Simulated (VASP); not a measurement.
Al2B3P5: single point with PBE

Crystal: Al2B3P5.

```xyz
10
Lattice="-1.7614 1.7614 12.4548 1.7614 -1.7614 12.4548 1.7614 1.7614 -12.4548" Properties=species:S:1:pos:R:3 pbc="T T T"
Al    0.0000    0.0000   22.4186
Al    0.0000    0.0000    2.4910
B     0.0000    0.0000   12.4548
B     0.0000    0.0000   17.4367
B     0.0000    0.0000    7.4729
P     1.7614    0.0000   11.2093
P     1.7614    0.0000    1.2455
P     0.0000    1.7614    3.7364
P     1.7614    0.0000    6.2274
P     0.0000    1.7614    8.7183
```

* Program: VASP 6.6.1
* Task: single point
* Functional: PBE
* Potentials or basis: VASP PAW PBE potentials, release 64 (Al, B, P)
* Cutoff: 520 eV
* k mesh: 8 × 8 × 8
* Occupations: gaussian, width 0.1 eV
* Spin: no spin polarisation
* Dipole correction: no
* Further INCAR settings: ALGO = Normal; EDIFF = 1e-06; NBANDS = 31

```json
{"Pressure": "3.8 GPa", "Largest force": "4.751 eV/Å", "Band gap on the k mesh": "1.12 eV (least direct gap 1.30 eV)"}
```

Forces in eV/Å, atoms in the order of the input:
```
Al   0.000  0.000 -0.004
Al   0.000  0.000  0.004
B    0.000  0.000  0.000
B    0.000  0.000  0.342
B    0.000  0.000 -0.342
P    0.000  0.000  4.690
P    0.000  0.000 -4.690
P    0.000  0.000  4.751
P    0.000  0.000  0.000
P    0.000  0.000 -4.751
```

Stress tensor (GPa, compression positive):
```
4.16 0.00 0.00
0.00 4.16 0.00
0.00 0.00 2.96
```

Levels at points of the mesh, in eV from the valence-band top:
| k point | band 17 | band 18 | band 19 | band 20 | band 21 | band 22 | band 23 | band 24 |
| --- | --- | --- | --- | --- | --- | --- | --- | --- |
| (0.00, 0.00, 0.00) | -1.31 | -0.34 | 0.00 | 0.00 | 1.30 | 1.52 | 2.16 | 2.16 |
| (0.50, 0.00, 0.00) | -1.46 | -1.34 | -1.10 | -1.05 | 2.10 | 2.84 | 3.20 | 3.71 |
| (0.50, 0.50, 0.00) | -3.53 | -3.50 | -3.13 | -3.02 | 1.16 | 1.32 | 2.16 | 2.36 |
| (0.50, 0.50, 0.50) | -0.66 | -0.66 | -0.45 | -0.45 | 1.46 | 1.49 | 1.71 | 1.76 |

It took 92 min on 1 thread of Intel Xeon 8259CL, with other jobs on the host, peak memory 1.6 GiB.

Caveat: the cell stands under pressure; forces of over 1 eV/Å act on the atoms, so gaps and moduli don't describe the material at rest. A k mesh can miss the band edges.
